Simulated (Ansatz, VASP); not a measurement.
## Two plane-wave programs on BaTiO3

```
Ba Ti O
1.0
     3.99980    0.00000    0.00000
     0.00000    3.99980    0.00000
     0.00000    0.00000    4.05818
Ba Ti O
1 1 3
Direct
  0.00000 0.00000 0.99703
  0.50000 0.50000 0.48265
  0.50000 0.50000 0.02227
  0.50000 0.00000 0.51302
  0.00000 0.50000 0.51302
```

Change from the starting cell: z stretched by +1 %, ions relaxed.

Alike in both runs: task relaxation of the atoms; functional PBE; k mesh 8 × 8 × 8; occupations fermi-dirac, width 0.02 eV; no spin polarisation.

```csv
,VASP,Ansatz
version,VASP 6.6.1,Ansatz 0.2.0
potentials or method,"VASP PAW PBE potentials, release 64 (Ba_sv, Ti_sv, O)","plane-wave PAW, scalar-relativistic"
plane-wave cutoff (eV),520,420
valence electrons in the cell,40,40
```

Ansatz gave:

```
gap on the k mesh at the Fermi level, each at its own relaxed structure (eV) : 1.85
```

Task: Which values does VASP return?

Result: gap on the k mesh at the Fermi level, each at its own relaxed structure (eV): 1.78.

Ansatz's warnings: stress scf threshold loose.

Spin-orbit coupling is off throughout.
